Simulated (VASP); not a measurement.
# Te2Mo2Pt (P-3m1) in VASP: notebook

Te2Mo2Pt is run at these levels: PBE; tasks: single point, relaxation of cell and atoms.

Everything below comes from runs of VASP 6.6.1. Logs are shortened: lines on timing, memory, paths and dates and some standing lists are left out, and cuts for length are marked.

## Step 1: The cell of the first run

It takes space group P-3m1 (No. 164, trigonal). Conventional cell: a = 4.462 Å, b = 4.462 Å, c = 7.726 Å, α = 90.00°, β = 90.00°, γ = 120.00°. Within 3.6 Å of Te (site symmetry 3m) lie 4 Mo at 2.70 to 2.93 Å and 3 Pt at 3.29 Å. Within 3.5 Å of Mo (site symmetry 3m) lie 3 Pt at 2.66 Å and 4 Te at 2.70 to 2.93 Å and 3 Mo at 2.89 Å. Pt (site symmetry -3m) has 6 Mo at 2.66 Å and 6 Te at 3.29 Å within 3.5 Å.

## Step 2: Single point, PBE, collinear spin, ferromagnetic start

Contents of INCAR:

```
SYSTEM = Te2Mo2Pt
ALGO = Normal
EDIFF = 1E-7
ENCUT = 520
GGA = PE
ISIF = 2
ISMEAR = 0
ISPIN = 2
LASPH = .TRUE.
LCHARG = .FALSE.
LMAXMIX = 4
LORBIT = 11
LREAL = .FALSE.
LWAVE = .FALSE.
MAGMOM = 0 0 1 1 0
NBANDS = 37
NELM = 150
PREC = Accurate
SIGMA = 0.1
```

Contents of KPOINTS:

```
k-points
0
G
  6 6 2
  0 0 0
```

Contents of POSCAR:

```
Te2Mo2Pt
1.0
    4.4624597753      0.0000000000      0.0000000000
   -2.2312298876      3.8646035287      0.0000000000
    0.0000000000      0.0000000000      7.7255591303
Te Mo Pt
2 2 1
Direct
    0.3333333333      0.6666666667      0.7352191864
    0.6666666667      0.3333333333      0.2647808136
    0.3333333333      0.6666666667      0.0851055543
    0.6666666667      0.3333333333      0.9148944457
    0.0000000000      0.0000000000      0.0000000000
```

Potentials or basis: VASP PAW PBE potentials, release 64 (Te, Mo_sv, Pt).

Started as:

```bash
cat potpaw_PBE.64/Te/POTCAR potpaw_PBE.64/Mo_sv/POTCAR potpaw_PBE.64/Pt/POTCAR > POTCAR
mpirun -np 1 vasp_std > vasp.out
```

OUTCAR:

```text
SYSTEM = Te2Mo2Pt
   EDIFF = 1E-7
   ENCUT = 520
   GGA = PE
   ISIF = 2
   ISMEAR = 0
   ISPIN = 2
   LASPH = .TRUE.
   LORBIT = 11
   LREAL = .FALSE.
   NELM = 150
   PREC = Accurate

 ion  position               nearest neighbor table
   1  0.333  0.667  0.735-   3 2.70   4 2.93   4 2.93   4 2.93   5 3.29   5 3.29   5 3.29
   2  0.667  0.333  0.265-   4 2.70   3 2.93   3 2.93   3 2.93   5 3.29   5 3.29   5 3.29
   3  0.333  0.667  0.085-   5 2.66   5 2.66   5 2.66   1 2.70   4 2.89   4 2.89   4 2.89   2 2.93
                             2 2.93   2 2.93
   4  0.667  0.333  0.915-   5 2.66   5 2.66   5 2.66   2 2.70   3 2.89   3 2.89   3 2.89   1 2.93
                             1 2.93   1 2.93
   5  0.000  0.000  0.000-   3 2.66   4 2.66   3 2.66   4 2.66   4 2.66   3 2.66   1 3.29   2 3.29
                             1 3.29   2 3.29   1 3.29   2 3.29

  LATTYP: Found a hexagonal cell.
 ALAT       =     4.4624597753
 C/A-ratio  =     1.7312333375

  Lattice vectors:

 A1 = (   4.4624597753,   0.0000000000,   0.0000000000)
 A2 = (  -2.2312298876,   3.8646035287,   0.0000000000)
 A3 = (   0.0000000000,   0.0000000000,   7.7255591303)

Analysis of symmetry for initial positions (statically):
=====================================================================
 Subroutine PRICEL returns:
 Original cell was already a primitive cell.

 Routine SETGRP: Setting up the symmetry group for a
 hexagonal supercell.

 Subroutine GETGRP returns: Found 12 space group operations
 (whereof 12 operations were pure point group operations)
 out of a pool of 24 trial point group operations.

The static configuration has the point symmetry D_3d.

Analysis of symmetry for dynamics (positions and initial velocities):
=====================================================================
 Subroutine PRICEL returns:
 Original cell was already a primitive cell.

 Routine SETGRP: Setting up the symmetry group for a
 hexagonal supercell.

 Subroutine GETGRP returns: Found 12 space group operations
 (whereof 12 operations were pure point group operations)
 out of a pool of 24 trial point group operations.

The dynamic configuration has the point symmetry D_3d.

Analysis of structural, dynamic, and magnetic symmetry:
=====================================================================
 Subroutine PRICEL returns:
 Original cell was already a primitive cell.

 Routine SETGRP: Setting up the symmetry group for a
 hexagonal supercell.

 Subroutine GETGRP returns: Found 12 space group operations
 (whereof 12 operations were pure point group operations)
 out of a pool of 24 trial point group operations.

The overall configuration has the point symmetry D_3d.

 Subroutine INISYM returns: Found 12 space group operations
 (whereof 12 operations are pure point group operations),
 and found     1 'primitive' translations

----------------------------------------------------------------------------------------

                                     Primitive cell

  volume of cell :     133.2322

  direct lattice vectors                    reciprocal lattice vectors
     4.462459775  0.000000000  0.000000000     0.224091656  0.129379378  0.000000000
    -2.231229888  3.864603529  0.000000000     0.000000000  0.258758756  0.000000000
     0.000000000  0.000000000  7.725559130     0.000000000  0.000000000  0.129440469

  length of vectors
     4.462459775  4.462459775  7.725559130     0.258758756  0.258758756  0.129440469

  position of ions in fractional coordinates (direct lattice)
     0.333333333  0.666666667  0.735219186
     0.666666667  0.333333333  0.264780814
     0.333333333  0.666666667  0.085105554
     0.666666667  0.333333333  0.914894446
     0.000000000  0.000000000  0.000000000

  ion indices of the primitive-cell ions
   primitive index   ion index
                 1           1
                 2           2
                 3           3
                 4           4
                 5           5

----------------------------------------------------------------------------------------

 KPOINTS: k-points
[... 33 lines left out ...]
  0.166667 -0.000000  0.500000      6.000000
  0.333333  0.000000  0.500000      6.000000
  0.500000  0.000000  0.500000      3.000000
  0.166667  0.166667  0.500000      6.000000
  0.333333  0.166667  0.500000     12.000000
  0.333333  0.333333  0.500000      2.000000
   k-points           NKPTS =     14   k-points in BZ     NKDIM =     14   number of bands    NBANDS=     37
   number of dos      NEDOS =    301   number of ions     NIONS =      5
   total plane-waves  NPLWV =  77760
   dimension x,y,z NGX =    36 NGY =   36 NGZ =   60
   dimension x,y,z NGXF=    72 NGYF=   72 NGZF=  120
   ions per type =               2   2   1
   NGX,Y,Z   is equivalent  to a cutoff of  13.41, 13.41, 12.91 a.u.
   NGXF,Y,Z  is equivalent  to a cutoff of  26.82, 26.82, 25.82 a.u.
 SYSTEM =  Te2Mo2Pt
   PREC   = accura    normal or accurate (medium, high low for compatibility)
   ISTART =      0    job   : 0-new  1-cont  2-samecut
   ICHARG =      2    charge: 1-file 2-atom 10-const
   ISPIN  =      2    spin polarized calculation?
   LNONCOLLINEAR =      F non collinear calculations
   LSORBIT =      F    spin-orbit coupling
   LASPH  =      T    aspherical Exc in radial PAW
   ENCUT  =  520.0 eV  38.22 Ry    6.18 a.u.   8.30  8.30 14.36*2*pi/ulx,y,z
   NELM   =    150;   NELMIN=  2; NELMDL= -5     # of ELM steps
   EDIFF  = 0.1E-06   stopping-criterion for ELM
   LREAL  =      F    real-space projection
   EDIFFG = 0.1E-05   stopping-criterion for IOM
   NSW    =      0    number of steps for IOM
   IBRION =     -1    ionic relax: 0-MD 1-quasi-New 2-CG
   NFREE  =      0    steps in history (QN), initial steepest desc. (CG)
   ISIF   =      2    stress and relaxation
   ISYM   =      2    0-nonsym 1-usesym 2-fastsym
   POTIM  = 0.5000    time-step for ionic-motion
   TEBEG  =    0.0;   TEEND  =   0.0 temperature during run
   PSTRESS=    0.0 pullay stress
   NELECT =      50.0000    total number of electrons
   NUPDOWN=      -1.0000    fix difference up-down
   EMIN   =  10.00;   EMAX   =-10.00  energy-range for DOS
   EFERMI =   0.00;   METHOD = LEGACY
   ISMEAR =     0;   SIGMA  =   0.10  broadening in eV -4-tet -1-fermi 0-gaus
   EFERMI_NEDOS =   21; number of points for ismear=-14 and -15
   IALGO  =     38    algorithm
   IMIX   =      4    mixing-type and parameters
     AMIX     =   0.40;   BMIX     =  1.00
     AMIX_MAG =   1.60;   BMIX_MAG =  1.00
  volume/ion in A,a.u.               =      26.65       179.82
  Fermi-wavevector in a.u.,A,eV,Ry     =   1.180851  2.231485 18.972088  1.394409
  Thomas-Fermi vector in A             =   2.317136
   LORBIT       =     11    0 simple, 1 ext, 2 COOP (PROOUT), +10 PAW based schemes
   GGA     = PE    functional components
   LHFCALC =     F    Hartree Fock is set to
   AEXX    =    0.0000 exact exchange contribution
   IVDW    =     0    specifies the selected vdW correction
   LEPSILON=     F    determine dielectric tensor
   LRPA    =     F    only Hartree local field effects (RPA)
 spin polarized calculation
 Gauss-broadening in eV      SIGMA  =   0.10
  energy-cutoff  :      520.00
  volume of cell :      133.23
 maximum number of plane-waves:      3618
 NGX is ok and might be reduce to    36
   NGX = 17   NGY = 17   NGZ = 29

 number of electron      50.0000001 magnetization       0.0023372

 number of electron      50.0000001 magnetization      -0.0000754

 Free energy of the ion-electron system (eV)
  ---------------------------------------------------
  ext. energy  EPLUGINS =         0.00000000
  ---------------------------------------------------
  free energy    TOTEN  =       -33.76469389 eV

  energy without entropy =      -33.74110132  energy(sigma->0) =      -33.75289760

 E-fermi :   6.2517     XC(G=0):  -9.7882

 val. band max:        6.2312451638   @ k =   0.1667  -0.0000   0.5000
 cond. band min:       6.3315639997   @ k =   0.1667   0.1667   0.5000
 fundamental gap:      0.1003188359
 Fermi energy:         6.2517480679

 spin component 1

 k-point     1 :       0.0000    0.0000    0.0000
  band No.  band energies     occupation
      1     -54.5980      1.00000
      2     -54.5101      1.00000
      3     -28.8441      1.00000
      4     -28.8441      1.00000
      5     -28.6447      1.00000
      6     -28.5508      1.00000
[... 549 lines left out ...]
     36      13.3048      0.00000
     37      13.3048      0.00000
 Fermi energy:         6.2517480679

 spin component 2

 k-point     1 :       0.0000    0.0000    0.0000
  band No.  band energies     occupation
      1     -54.5980      1.00000
      2     -54.5101      1.00000
      3     -28.8441      1.00000
      4     -28.8441      1.00000
      5     -28.6447      1.00000
      6     -28.5508      1.00000
[... 549 lines left out ...]
     36      13.3048      0.00000
     37      13.3048      0.00000

------------------------ aborting loop because EDIFF is reached ----------------------------------------

  FORCE on cell =-STRESS in cart. coord.  units (eV):
  Direction    XX          YY          ZZ          XY          YZ          ZX
  --------------------------------------------------------------------------------------
  -------------------------------------------------------------------------------------
  Total        0.1742014      0.1742014      0.0357025      0.0000000      0.0000000      0.0000000
  in kB        2.0948500      2.0948500      0.4293382      0.0000000      0.0000000      0.0000000
  external PRESSURE =       1.5396794 kB  Pullay stress =       0.0000000 kB

 VOLUME and BASIS-vectors are now :
 -----------------------------------------------------------------------------
  energy-cutoff  :      520.00
  volume of cell :      133.23
      direct lattice vectors                 reciprocal lattice vectors
     4.462459775  0.000000000  0.000000000     0.224091656  0.129379378  0.000000000
    -2.231229888  3.864603529  0.000000000     0.000000000  0.258758756  0.000000000
     0.000000000  0.000000000  7.725559130     0.000000000  0.000000000  0.129440469

 POSITION                                       TOTAL-FORCE (eV/Angst)
 -----------------------------------------------------------------------------------
     -0.00000      2.57640      5.67998        -0.000000      0.000000     -0.001412
      2.23123      1.28820      2.04558        -0.000000      0.000000      0.001412
     -0.00000      2.57640      0.65749         0.000000     -0.000000      0.067511
      2.23123      1.28820      7.06807         0.000000      0.000000     -0.067511
      0.00000      0.00000      0.00000        -0.000000      0.000000      0.000000
 -----------------------------------------------------------------------------------
    total drift:                               -0.000000      0.000000     -0.000000

  FREE ENERGIE OF THE ION-ELECTRON SYSTEM (eV)
  ---------------------------------------------------
  free  energy   TOTEN  =       -33.7646938853 eV

  energy  without entropy=      -33.7411013213  energy(sigma->0) =      -33.75289760

 total charge

# of ion       s       p       d       tot
------------------------------------------
    1        1.378   1.929   0.052   3.359
    2        1.378   1.929   0.052   3.359
    3        2.291   6.151   3.920  12.362
    4        2.291   6.151   3.920  12.362
    5        0.815   0.552   8.137   9.505
--------------------------------------------------
tot          8.153  16.712  16.081  40.946

 magnetization (x)

# of ion       s       p       d       tot
------------------------------------------
    1        0.000   0.000  -0.000   0.000
    2        0.000   0.000  -0.000   0.000
    3       -0.000  -0.000  -0.000  -0.000
    4       -0.000  -0.000  -0.000  -0.000
    5       -0.000  -0.000  -0.000  -0.000
--------------------------------------------------
tot         -0.000   0.000  -0.000  -0.000
```

Run time: 2.3 min. Hardware: 1 thread of Intel Xeon Platinum 8488C (Sapphire Rapids), shared host; peak memory 0.38 GiB.

What came out:

| Quantity | Value |
| --- | --- |
| Free energy | -33.7647 eV |
| Pressure | 0.2 GPa |
| Largest force | 0.068 eV/Å |
| Band gap on the k mesh | zero (filled and empty bands overlap) |
| Net moment | 0.00 μB per cell |
| Valence electrons inside the program's atomic spheres | Te 3.36; Mo 12.36; Pt 9.51 |

Forces in eV/Å, atoms in the order of the input:
```
Te   0.000  0.000 -0.001
Te   0.000  0.000  0.001
Mo   0.000  0.000  0.068
Mo   0.000  0.000 -0.068
Pt   0.000  0.000  0.000
```

Stress tensor (GPa, compression positive):
```
0.21 0.00 0.00
0.00 0.21 0.00
0.00 0.00 0.04
```

Levels at points of the mesh, in eV from the Fermi level:
Spin up:
```tsv
k point	band 21	band 22	band 23	band 24	band 25	band 26	band 27	band 28	band 29	band 30
(0.00, 0.00, 0.00)	-1.09	-1.09	0.14	0.14	0.37	0.37	1.60	1.86	1.86	2.17
(0.50, 0.00, 0.00)	-1.25	-0.90	-0.69	-0.65	-0.56	0.41	0.89	1.50	1.60	2.66
(0.00, 0.00, 0.50)	-0.98	-0.60	0.14	0.14	0.30	0.30	1.40	1.81	1.81	2.78
(0.50, 0.00, 0.50)	-1.40	-1.00	-0.85	-0.56	-0.12	0.40	0.83	1.39	1.67	2.57
```
Spin down:
```
           k point  band 21  band 22  band 23  band 24  band 25  band 26  band 27  band 28  band 29  band 30
(0.00, 0.00, 0.00)    -1.09    -1.09     0.14     0.14     0.37     0.37     1.60     1.86     1.86     2.17
(0.50, 0.00, 0.00)    -1.25    -0.90    -0.69    -0.65    -0.56     0.41     0.89     1.50     1.60     2.66
(0.00, 0.00, 0.50)    -0.98    -0.60     0.14     0.14     0.30     0.30     1.40     1.81     1.81     2.78
(0.50, 0.00, 0.50)    -1.40    -1.00    -0.85    -0.56    -0.12     0.40     0.83     1.39     1.67     2.57
```

Caveat: the k points lie up to 0.41 Å⁻¹ apart; spin-orbit coupling is left out, which moves the levels of the heavy elements; this functional lacks dispersion, which binds the layers, so the pressure and a relaxed spacing across them are unreliable.

## Step 3: Relaxation of cell and atoms, PBE

This run uses another cell than the first one, of 21.91 Å³/atom, 0.822 times its volume.

Contents of INCAR:

```
PREC = Accurate
ENCUT = 600
EDIFF = 1E-6
ISMEAR = 0
SIGMA = 0.1
LREAL = F
LASPH = T
NELM = 80
ALGO = Fast
ISIF = 3
LWAVE = F
LCHARG = F
GGA = PE
IBRION = 2
NSW = 100
EDIFFG = -0.01
```

Contents of KPOINTS:

```
regular mesh
0
Gamma
  12 12 4
```

Contents of POSCAR:

```
Te2Mo2Pt
1.0
    3.2023866641      0.0000000000      0.0000000000
   -1.6011933320      2.7733482038      0.0000000000
    0.0000000000      0.0000000000     12.3370967055
Te Mo Pt
2 2 1
Direct
    0.6666666667      0.3333333333      0.3298178000
    0.3333333333      0.6666666667      0.6701822000
    0.3333333333      0.6666666667      0.1706382406
    0.6666666667      0.3333333333      0.8293617594
    0.0000000000      0.0000000000      0.0000000000
```

Potentials or basis: VASP PAW PBE potentials, release 64 (Te, Mo_sv, Pt).

Started as:

```bash
cat potpaw_PBE.64/Te/POTCAR potpaw_PBE.64/Mo_sv/POTCAR potpaw_PBE.64/Pt/POTCAR > POTCAR
mpirun -np 1 vasp_std > vasp.out
```

It took 13 min on 1 thread of Intel Xeon Platinum 8488C (Sapphire Rapids), shared host; peak memory 0.47 GiB.

The run converged. Its results:

| Property | Result |
| --- | --- |
| Free energy | -33.1982 eV |
| Relaxed volume | 21.99 Å³/atom |
| Relaxed cell | a = 3.212 Å, b = 3.212 Å, c = 12.307 Å, α = 90.00°, β = 90.00°, γ = 120.00° |
| Space group after relaxing (to 0.05 Å) | P-3m1 (No. 164) |
| Energy gained by relaxing | 0.2 meV/atom |
| Ionic steps | 5 |
| Pressure after relaxing | 0.0 GPa |
| Largest force after relaxing | 0.009 eV/Å |
| Band gap on the k mesh | zero (band 25 reaches 9.23 eV, above the bottom of band 26 at 8.87 eV) |

Forces in eV/Å, atoms in the order of the input:
```
Te   0.000  0.000 -0.002
Te   0.000  0.000  0.002
Mo   0.000  0.000 -0.009
Mo   0.000  0.000  0.009
Pt   0.000  0.000  0.000
```

The path:
```csv
step,energy change (eV),largest force (eV/Å),pressure (GPa),volume (Å³)
1,0.0000,0.0488,0.35,109.57
2,0.0003,0.0912,-0.59,110.33
3,-0.0005,0.0237,-0.07,109.91
4,-0.0009,0.0128,-0.03,109.94
5,-0.0010,0.0088,0.02,109.97
```

Final structure:
```
CELL_PARAMETERS angstrom
3.21206 0.00000 0.00000
-1.60603 2.78172 0.00000
0.00000 0.00000 12.30733
ATOMIC_POSITIONS crystal
Te 0.66667 0.33333 0.32978
Te 0.33333 0.66667 0.67022
Mo 0.33333 0.66667 0.17037
Mo 0.66667 0.33333 0.82963
Pt 0.00000 0.00000 0.00000
```

Levels at points of the mesh, in eV from the Fermi level:
```csv
k point,band 22,band 23,band 24,band 25,band 26,band 27,band 28,band 29
"(0.00, 0.00, 0.00)",-1.31,-0.39,-0.39,0.02,0.02,0.32,0.61,0.61
"(0.50, 0.00, 0.00)",-1.46,-1.17,-0.92,0.14,0.49,1.36,1.84,1.87
"(0.00, 0.00, 0.50)",-1.13,-0.39,-0.39,0.02,0.02,0.20,0.61,0.61
"(0.50, 0.00, 0.50)",-1.38,-1.19,-0.93,0.05,0.45,1.39,1.84,1.87
```

Caveat: spin-orbit coupling is left out, which moves the levels of the heavy elements; this functional lacks dispersion, which binds the layers, so the pressure and a relaxed spacing across them are unreliable.
